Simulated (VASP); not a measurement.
Crystal: InAs.

```xyz
2
Lattice="0.0000 2.8773 2.8773 2.8773 0.0000 2.8773 2.8773 2.8773 0.0000" Properties=species:S:1:pos:R:3 pbc="T T T"
In    2.8773    2.8773    2.8773
As    0.0000    0.0000    0.0000
```

Base run:

| Quantity | Value |
| --- | --- |
| Program | VASP 6.6.1 |
| Functional | RPBE |
| Potentials or basis | VASP PAW PBE potentials, release 64 (In_d, As) |
| Cutoff | 520 eV |
| k mesh | 8 × 8 × 8 |
| Occupations | fermi-dirac, width 0.05 eV |
| Spin | no spin polarisation |

Its results: band gap on the k mesh zero (band 9 reaches 6.37 eV, above the bottom of band 10 at 3.81 eV); pressure 1.7 GPa.

Problem. The run is repeated on the same cell with these changes: functional from RPBE to PBEsol; occupations from fermi-dirac, width 0.05 eV to gaussian, width 0.05 eV. What comes out?

Solution. Band gap on the k mesh zero (band 9 reaches 6.12 eV, above the bottom of band 10 at 3.53 eV); pressure -3.2 GPa.

Caveats: the PAW data sets were made with another functional, which shifts forces and pressure a little; spin-orbit coupling is left out, which moves the levels of the heavy elements.
